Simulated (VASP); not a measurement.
# Si3Sn (P-6m2) in VASP: notebook

The runs below take Si3Sn through single point, relaxation of cell and atoms, with PBE.

Program: VASP 6.6.1. These are calculated values, not measurements. Logs are shortened: lines on timing, memory, paths and dates and some standing lists are left out, and cuts for length are marked.

## (1) The cell of the first run

The structure is hexagonal, space group P-6m2 (No. 187). The conventional cell has a = 2.970 Å, b = 2.970 Å, c = 9.645 Å, α = 90.00°, β = 90.00°, γ = 120.00°. Within 3.9 Å of Si (site symmetry 3m) lie 9 Si at 2.96 to 2.97 Å and 3 Sn at 2.96 Å. Si (site symmetry -6m2) has 12 Si at 2.96 to 2.97 Å within 3.9 Å. Within 3.9 Å of Sn (site symmetry -6m2) lie 6 Si at 2.96 Å and 6 Sn at 2.97 Å.

## (2) Single point, PBE

INCAR reads:

```
SYSTEM = Si3Sn
ALGO = Normal ; EDIFF = 1E-6
ENCUT = 520 ; GGA = PE
ISIF = 2 ; ISMEAR = 0
LASPH = .True. ; LCHARG = .False.
LREAL = .False. ; LWAVE = .False.
NBANDS = 21 ; NELM = 60
PREC = Accurate ; SIGMA = 0.1
```

KPOINTS reads:

```
k-points
0
Gamma
  6 6 2
  0 0 0
```

POSCAR reads:

```
Si3Sn
1.0
    2.9695406000      0.0000000000      0.0000000000
   -1.4847703000      2.5716976000      0.0000000000
    0.0000000000      0.0000000000      9.6454044000
Si Sn
3 1
Direct
    0.3333333300      0.6666666700      0.7500000000
    0.3333333300      0.6666666700      0.2500000000
    0.6666666700      0.3333333300      0.5000000000
    0.6666666700      0.3333333300      0.0000000000
```

Potentials or basis: VASP PAW PBE potentials, release 64 (Si, Sn_d).

Command:

```sh
$ cat potpaw_PBE.64/Si/POTCAR potpaw_PBE.64/Sn_d/POTCAR > POTCAR
$ mpirun -np 1 vasp_std > vasp.out
```

OUTCAR:

```text
SYSTEM = Si3Sn
   EDIFF = 1E-6
   ENCUT = 520
   GGA = PE
   ISIF = 2
   ISMEAR = 0
   LASPH = .True.
   LREAL = .False.
   NELM = 60
   PREC = Accurate

 ion  position               nearest neighbor table
   1  0.333  0.667  0.750-   3 2.96   4 2.96   3 2.96   4 2.96   3 2.96   4 2.96
   2  0.333  0.667  0.250-   3 2.96   4 2.96   3 2.96   4 2.96   3 2.96   4 2.96
   3  0.667  0.333  0.500-   1 2.96   2 2.96   1 2.96   2 2.96   1 2.96   2 2.96
   4  0.667  0.333  0.000-   1 2.96   2 2.96   1 2.96   2 2.96   1 2.96   2 2.96

  LATTYP: Found a hexagonal cell.
 ALAT       =     2.9695406000
 C/A-ratio  =     3.2481133277

  Lattice vectors:

 A1 = (   2.9695406000,   0.0000000000,   0.0000000000)
 A2 = (  -1.4847703000,   2.5716976000,   0.0000000000)
 A3 = (   0.0000000000,   0.0000000000,   9.6454044000)

Analysis of symmetry for initial positions (statically):
=====================================================================
 Subroutine PRICEL returns:
 Original cell was already a primitive cell.

 Routine SETGRP: Setting up the symmetry group for a
 hexagonal supercell.

 Subroutine GETGRP returns: Found 12 space group operations
 (whereof 12 operations were pure point group operations)
 out of a pool of 24 trial point group operations.

The static configuration has the point symmetry D_3h.

Analysis of symmetry for dynamics (positions and initial velocities):
=====================================================================
 Subroutine PRICEL returns:
 Original cell was already a primitive cell.

 Routine SETGRP: Setting up the symmetry group for a
 hexagonal supercell.

 Subroutine GETGRP returns: Found 12 space group operations
 (whereof 12 operations were pure point group operations)
 out of a pool of 24 trial point group operations.

The dynamic configuration has the point symmetry D_3h.

 Subroutine INISYM returns: Found 12 space group operations
 (whereof 12 operations are pure point group operations),
 and found     1 'primitive' translations

----------------------------------------------------------------------------------------

                                     Primitive cell

  volume of cell :      73.6596

  direct lattice vectors                    reciprocal lattice vectors
     2.969540600  0.000000000  0.000000000     0.336752426  0.194424103  0.000000000
    -1.484770300  2.571697600  0.000000000     0.000000000  0.388848207  0.000000000
     0.000000000  0.000000000  9.645404400     0.000000000  0.000000000  0.103676317

  length of vectors
     2.969540600  2.969540602  9.645404400     0.388848207  0.388848207  0.103676317

  position of ions in fractional coordinates (direct lattice)
     0.333333330  0.666666670  0.750000000
     0.333333330  0.666666670  0.250000000
     0.666666670  0.333333330  0.500000000
     0.666666670  0.333333330  0.000000000

  ion indices of the primitive-cell ions
   primitive index   ion index
                 1           1
                 2           2
                 3           3
                 4           4

----------------------------------------------------------------------------------------

 KPOINTS: k-points

Automatic generation of k-mesh.
 Grid dimensions read from file:
 generate k-points for:    6    6    2

 Generating k-lattice:

  Cartesian coordinates                     Fractional coordinates (reciprocal lattice)
     0.056125404  0.032404017  0.000000000     0.166666667  0.000000000  0.000000000
     0.000000000  0.064808034  0.000000000     0.000000000  0.166666667  0.000000000
     0.000000000  0.000000000  0.051838158     0.000000000  0.000000000  0.500000000

  Length of vectors
     0.064808035  0.064808034  0.051838158

  Shift w.r.t. Gamma in fractional coordinates (k-lattice)
     0.000000000  0.000000000  0.000000000

 Subroutine IBZKPT returns following result:
 ===========================================

 Found     14 irreducible k-points:

 Following reciprocal coordinates:
            Coordinates               Weight
  0.000000  0.000000  0.000000      1.000000
  0.166667  0.000000  0.000000      6.000000
  0.333333 -0.000000  0.000000      6.000000
  0.500000  0.000000  0.000000      3.000000
  0.166667  0.166667  0.000000      6.000000
  0.333333  0.166667  0.000000     12.000000
  0.333333  0.333333  0.000000      2.000000
  0.000000  0.000000  0.500000      1.000000
  0.166667  0.000000  0.500000      6.000000
  0.333333 -0.000000  0.500000      6.000000
  0.500000  0.000000  0.500000      3.000000
  0.166667  0.166667  0.500000      6.000000
  0.333333  0.166667  0.500000     12.000000
  0.333333  0.333333  0.500000      2.000000
   k-points           NKPTS =     14   k-points in BZ     NKDIM =     14   number of bands    NBANDS=     21
   number of dos      NEDOS =    301   number of ions     NIONS =      4
   total plane-waves  NPLWV =  41472
   dimension x,y,z NGX =    24 NGY =   24 NGZ =   72
   dimension x,y,z NGXF=    48 NGYF=   48 NGZF=  144
[... 116 lines left out ...]

 k-point     5 :       0.1667    0.1667    0.0000
  band No.  band energies     occupation
      1     -13.0939      2.00000
      2     -12.9821      2.00000
      3     -12.9136      2.00000
      4     -12.8094      2.00000
      5     -12.7715      2.00000
      6      -2.3402      2.00000
[... 13 lines left out ...]
     20      14.4899      0.00000
     21      14.5440      0.00000

 k-point     6 :       0.3333    0.1667    0.0000
  band No.  band energies     occupation
      1     -13.1223      2.00000
      2     -12.9862      2.00000
      3     -12.8521      2.00000
      4     -12.8162      2.00000
      5     -12.6927      2.00000
      6       0.2201      2.00000
[... 13 lines left out ...]
     20      13.6800      0.00000
     21      14.1821      0.00000

 k-point     7 :       0.3333    0.3333    0.0000
  band No.  band energies     occupation
      1     -12.9437      2.00000
      2     -12.9332      2.00000
      3     -12.8964      2.00000
      4     -12.8879      2.00000
      5     -12.7842      2.00000
      6       2.8055      2.00000
[... 13 lines left out ...]
     20      12.9312      0.00000
     21      14.6352      0.00000

 k-point     8 :       0.0000    0.0000    0.5000
  band No.  band energies     occupation
      1     -13.0959      2.00000
      2     -13.0616      2.00000
      3     -13.0616      2.00000
      4     -12.7615      2.00000
      5     -12.7615      2.00000
      6      -4.1797      2.00000
[... 13 lines left out ...]
     20      18.3964      0.00000
     21      18.3965      0.00000

 k-point     9 :       0.1667    0.0000    0.5000
  band No.  band energies     occupation
      1     -13.1131      2.00000
      2     -12.9985      2.00000
      3     -12.9576      2.00000
      4     -12.8286      2.00000
      5     -12.7757      2.00000
      6      -3.5275      2.00000
[... 13 lines left out ...]
     20      16.0307      0.00000
     21      17.0671      0.00000

 k-point    10 :       0.3333   -0.0000    0.5000
  band No.  band energies     occupation
      1     -13.2033      2.00000
      2     -12.9576      2.00000
      3     -12.8236      2.00000
      4     -12.8039      2.00000
      5     -12.7437      2.00000
      6      -1.5498      2.00000
[... 13 lines left out ...]
     20      14.7314      0.00000
     21      15.4097      0.00000

 k-point    11 :       0.5000    0.0000    0.5000
  band No.  band energies     occupation
      1     -13.2491      2.00000
      2     -13.0196      2.00000
      3     -12.8180      2.00000
      4     -12.7389      2.00000
      5     -12.6335      2.00000
      6       1.3193      2.00000
[... 13 lines left out ...]
     20      14.2419      0.00000
     21      14.2520      0.00000

 k-point    12 :       0.1667    0.1667    0.5000
  band No.  band energies     occupation
      1     -13.0939      2.00000
      2     -12.9821      2.00000
      3     -12.9136      2.00000
      4     -12.8094      2.00000
      5     -12.7715      2.00000
      6      -2.2092      2.00000
[... 13 lines left out ...]
     20      15.5118      0.00000
     21      16.0249      0.00000

 k-point    13 :       0.3333    0.1667    0.5000
  band No.  band energies     occupation
      1     -13.1223      2.00000
      2     -12.9863      2.00000
      3     -12.8521      2.00000
      4     -12.8162      2.00000
      5     -12.6927      2.00000
      6       0.4070      2.00000
[... 13 lines left out ...]
     20      13.5504      0.00000
     21      13.8846      0.00000

 k-point    14 :       0.3333    0.3333    0.5000
  band No.  band energies     occupation
      1     -12.9437      2.00000
      2     -12.9332      2.00000
      3     -12.8964      2.00000
      4     -12.8879      2.00000
      5     -12.7842      2.00000
      6       3.0285      2.00000
[... 13 lines left out ...]
     20      12.5013      0.00000
     21      13.0124      0.00000

------------------------ aborting loop because EDIFF is reached ----------------------------------------

  FORCE on cell =-STRESS in cart. coord.  units (eV):
  Direction    XX          YY          ZZ          XY          YZ          ZX
  --------------------------------------------------------------------------------------
  -------------------------------------------------------------------------------------
  Total        1.2269057      1.2269057     -1.0747386      0.0000000     -0.0000000      0.0000000
  in kB       26.6865324     26.6865325    -23.3767340      0.0000000     -0.0000000      0.0000000
  external PRESSURE =       9.9987770 kB  Pullay stress =       0.0000000 kB

 VOLUME and BASIS-vectors are now :
 -----------------------------------------------------------------------------
  energy-cutoff  :      520.00
  volume of cell :       73.66
      direct lattice vectors                 reciprocal lattice vectors
     2.969540600  0.000000000  0.000000000     0.336752426  0.194424103  0.000000000
    -1.484770300  2.571697600  0.000000000     0.000000000  0.388848207  0.000000000
     0.000000000  0.000000000  9.645404400     0.000000000  0.000000000  0.103676317

 POSITION                                       TOTAL-FORCE (eV/Angst)
 -----------------------------------------------------------------------------------
     -0.00000      1.71447      7.23405        -0.000000      0.000000     -1.345458
     -0.00000      1.71447      2.41135        -0.000000      0.000000      1.345458
      1.48477      0.85723      4.82270        -0.000000      0.000000      0.000000
      1.48477      0.85723      0.00000         0.000000     -0.000000      0.000000
 -----------------------------------------------------------------------------------
    total drift:                               -0.000005      0.000003      0.000000

  FREE ENERGIE OF THE ION-ELECTRON SYSTEM (eV)
  ---------------------------------------------------
  free  energy   TOTEN  =       -17.3250557800 eV

  energy  without entropy=      -17.3183220937  energy(sigma->0) =      -17.32168894
```

Wall time 20 s (1 thread of AMD EPYC 7R13 (Zen 3), shared host); peak memory 0.16 GiB.

Results:

| Quantity | Value |
| --- | --- |
| Free energy | -17.3251 eV |
| Pressure | 1.0 GPa |
| Largest force | 1.345 eV/Å |
| Band gap on the k mesh | zero (band 13 reaches 15.32 eV, above the bottom of band 14 at 6.17 eV) |

Forces in eV/Å, atoms in the order of the input:
```
Si   0.000  0.000 -1.345
Si   0.000  0.000  1.345
Si   0.000  0.000  0.000
Sn   0.000  0.000  0.000
```

Stress tensor (GPa, compression positive):
```
 2.67  0.00  0.00
 0.00  2.67  0.00
 0.00  0.00 -2.34
```

Levels at points of the mesh, in eV from the Fermi level:
```tsv
k point	band 11	band 12	band 13	band 14	band 15	band 16
(0.00, 0.00, 0.00)	1.14	1.22	6.35	6.35	7.05	7.05
(0.50, 0.00, 0.00)	-5.08	-1.93	-1.50	-1.31	0.62	2.40
(0.00, 0.00, 0.50)	-2.80	5.59	5.85	6.46	6.46	6.83
(0.50, 0.00, 0.50)	-4.20	-3.32	-3.32	1.66	1.72	2.73
```

Caveat: the k points lie up to 0.41 Å⁻¹ apart; spin-orbit coupling is left out, which moves the levels of the heavy elements; forces of over 1 eV/Å act on the atoms, so gaps and moduli don't describe the material at rest.

## (3) Single point, PBE

This run uses another cell than the first one, of 18.48 Å³/atom, 1.003 times its volume.

INCAR reads:

```
SYSTEM = Si3Sn
PREC = Accurate ; ENCUT = 520
EDIFF = 1E-6 ; ISMEAR = 0
SIGMA = 0.1 ; LREAL = .FALSE.
LASPH = .TRUE. ; NELM = 80
ALGO = Normal ; ISIF = 2
LWAVE = .FALSE. ; LCHARG = .TRUE.
GGA = PE ; LELF = .TRUE.
LVHAR = .TRUE. ; NBANDS = 21
```

KPOINTS reads:

```
regular mesh
0
G
  6 6 2
  0 0 0
```

POSCAR reads:

```
Si3Sn
1.0
    3.0536806003      0.0000000000      0.0000000000
   -1.5268403002      2.6445649749      0.0000000000
    0.0000000000      0.0000000000      9.1519830434
Si Sn
3 1
Direct
    0.3333333333      0.6666666667      0.7094535039
    0.3333333333      0.6666666667      0.2905464961
    0.6666666667      0.3333333333      0.5000000000
    0.6666666667      0.3333333333      0.0000000000
```

Potentials or basis: VASP PAW PBE potentials, release 64 (Si, Sn_d).

Command:

```sh
$ cat potpaw_PBE.64/Si/POTCAR potpaw_PBE.64/Sn_d/POTCAR > POTCAR
$ mpirun -np 1 vasp_std > vasp.out
```

Run time: 20 s. Hardware: 1 thread of AMD EPYC 7R13 (Zen 3), shared host; peak memory 0.16 GiB.

Results (log left out):

| Property | Result |
| --- | --- |
| Free energy | -17.9769 eV |
| Pressure | -0.2 GPa |
| Band gap on the k mesh | zero (band 13 reaches 13.20 eV, above the bottom of band 14 at 6.20 eV) |

Levels at points of the mesh, in eV from the Fermi level:
| k point | band 9 | band 10 | band 11 | band 12 | band 13 | band 14 | band 15 | band 16 |
| --- | --- | --- | --- | --- | --- | --- | --- | --- |
| (0.00, 0.00, 0.00) | -5.83 | -5.19 | 2.46 | 3.40 | 4.44 | 4.44 | 6.22 | 6.22 |
| (0.50, 0.00, 0.00) | -5.99 | -5.07 | -5.03 | -1.24 | -0.90 | -0.30 | 0.97 | 1.03 |
| (0.00, 0.00, 0.50) | -7.88 | -2.08 | -1.22 | 4.46 | 4.46 | 6.14 | 6.14 | 6.74 |
| (0.50, 0.00, 0.50) | -6.02 | -4.61 | -3.72 | -3.36 | -1.99 | 1.01 | 1.69 | 2.72 |

Caveat: the k points lie up to 0.40 Å⁻¹ apart; spin-orbit coupling is left out, which moves the levels of the heavy elements.

## (4) Relaxation of cell and atoms, PBE

INCAR reads:

```
  ALGO = Normal
  EDIFF = 1E-6
  EDIFFG = -0.04
  ENCUT = 600
  GGA = PE
  IBRION = 2
  ISIF = 3
  ISMEAR = 0
  LASPH = T
  LCHARG = F
  LREAL = F
  LWAVE = F
  NELM = 80
  NSW = 90
  PREC = Accurate
  SIGMA = 0.1
```

KPOINTS reads:

```
k-points
0
Gamma
  6 6 2
```

POSCAR reads:

```
Si3Sn
1.0
    2.9695406000      0.0000000000      0.0000000000
   -1.4847703000      2.5716976000      0.0000000000
    0.0000000000      0.0000000000      9.6454044000
Si Sn
3 1
Direct
    0.3333333300      0.6666666700      0.7500000000
    0.3333333300      0.6666666700      0.2500000000
    0.6666666700      0.3333333300      0.5000000000
    0.6666666700      0.3333333300      0.0000000000
```

Command:

```sh
$ cat potpaw_PBE.64/Si/POTCAR potpaw_PBE.64/Sn_d/POTCAR > POTCAR
$ mpirun -np 1 vasp_std > vasp.out
```

Run time: 6.3 min. Hardware: 1 thread of AMD EPYC 7R13 (Zen 3), shared host; peak memory 0.19 GiB.

It converged, with:

| Property | Result |
| --- | --- |
| Free energy | -18.4739 eV |
| Relaxed volume | 19.93 Å³/atom |
| Relaxed cell | a = 3.622 Å, b = 3.622 Å, c = 7.017 Å, α = 90.00°, β = 90.00°, γ = 120.00° |
| Space group after relaxing (to 0.05 Å) | P-6m2 (No. 187) |
| Energy gained by relaxing | 287.1 meV/atom |
| Ionic steps | 36 |
| Pressure after relaxing | -0.2 GPa |
| Largest force after relaxing | 0.017 eV/Å |
| Band gap on the k mesh | zero (band 13 reaches 9.92 eV, above the bottom of band 14 at 6.00 eV) |

Forces on the atoms (eV/Å):
```
Si   0.000  0.000  0.017
Si   0.000  0.000 -0.017
Si   0.000  0.000  0.000
Sn   0.000  0.000  0.000
```

Step by step:
```tsv
step	energy change (eV)	largest force (eV/Å)	pressure (GPa)	volume (Å³)
1	0.0000	1.3453	1.02	73.66
2	-0.1746	1.0917	-1.24	74.90
3	-0.2767	0.9683	-3.05	76.39
4	-0.5346	0.5685	-3.81	79.24
5	-0.8891	0.2141	-2.74	84.40
6	9.1461	36.3987	34.11	92.00
7	-0.7895	0.8600	-4.74	84.59
8	-0.6842	1.7432	-0.34	88.78
9	-0.8685	0.6010	-4.03	85.83
10	-0.9815	0.0985	-3.54	87.03
11	0.3399	4.8595	20.70	71.13
12	-1.0235	0.2070	-1.78	84.60
13	-1.0256	0.2679	-1.35	84.16
14	-1.0261	0.3067	-1.02	83.84
15	-1.0515	0.0665	0.09	80.81
16	-1.0530	0.0144	-0.11	81.28
17	-1.0594	0.2112	0.56	80.19
18	-1.0866	0.3313	1.19	78.77
19	-1.0803	0.4429	4.50	75.82
20	-1.0859	0.3455	3.31	76.80
21	-1.0872	0.3483	3.33	76.77
22	-1.0908	0.3606	3.46	76.67
23	-1.0966	0.3706	3.68	76.46
24	-1.0988	0.3998	4.07	76.04
25	-1.1011	0.3844	3.92	76.22
26	-1.1072	0.3587	3.64	76.42
27	-1.1222	0.2840	2.85	77.03
28	-1.1408	0.1440	1.39	78.26
29	-1.1437	0.0899	-1.20	80.73
30	-1.1479	0.0102	-0.06	79.59
31	-1.1480	0.0013	-0.16	79.68
32	-1.1480	0.0051	-0.23	79.75
33	-1.1481	0.0021	-0.22	79.74
34	-1.1484	0.0077	-0.21	79.73
35	-1.1484	0.0315	-0.18	79.69
36	-1.1485	0.0170	-0.19	79.71
```

Final structure:
```yaml
crystal:
  lattice:
    - [3.62190, 0.00000, 0.00000]
    - [-1.81095, 3.13666, 0.00000]
    - [0.00000, 0.00000, 7.01670]
  atoms:
    - { symbol: Si, position: [0.33333, 0.66667, 0.69420] }
    - { symbol: Si, position: [0.33333, 0.66667, 0.30580] }
    - { symbol: Si, position: [0.66667, 0.33333, 0.50000] }
    - { symbol: Sn, position: [0.66667, 0.33333, 0.00000] }
```

Levels at points of the mesh, in eV from the Fermi level:
```
           k point  band 10  band 11  band 12  band 13  band 14  band 15
(0.00, 0.00, 0.00)    -0.75    -0.75    -0.28     1.76     2.72     2.72
(0.50, 0.00, 0.00)    -4.50    -4.45    -2.70     0.17     1.02     1.54
(0.00, 0.00, 0.50)    -0.67    -0.67     1.65     2.12     2.12     2.96
(0.50, 0.00, 0.50)    -2.91    -2.65    -2.57    -1.25    -0.49    -0.09
```

Caveat: the k points lie up to 0.45 Å⁻¹ apart in the final cell; spin-orbit coupling is left out, which moves the levels of the heavy elements.

## (5) Summary

| task | cell | cutoff (eV) | gap on the mesh (eV) | pressure (GPa) | largest force (eV/Å) |
| --- | --- | --- | --- | --- | --- |
| single point | a = 2.970, b = 2.970, c = 9.645 Å, angles 90.0, 90.0, 120.0°, 4 atoms | 520 | none | 1.0 | 1.35 |
| single point | a = 3.054, b = 3.054, c = 9.152 Å, angles 90.0, 90.0, 120.0°, 4 atoms | 520 | none | -0.2 | - |
| relaxation of cell and atoms | relaxed from a = 2.970, b = 2.970, c = 9.645 Å, angles 90.0, 90.0, 120.0°, 4 atoms | 600 | none | -0.2 | 0.02 |

Alike in all rows: level PBE; potentials or basis VASP PAW PBE potentials, release 64 (Si, Sn_d); no spin polarisation; k mesh 6 × 6 × 2; smearing gaussian 0.1 eV.

Caveats: all runs use coarse meshes; spin-orbit coupling is left out, which moves the levels of the heavy elements; forces of over 1 eV/Å act on the atoms, so gaps and moduli don't describe the material at rest (some runs).

Absolute energies hang on the potentials; compare differences alone.
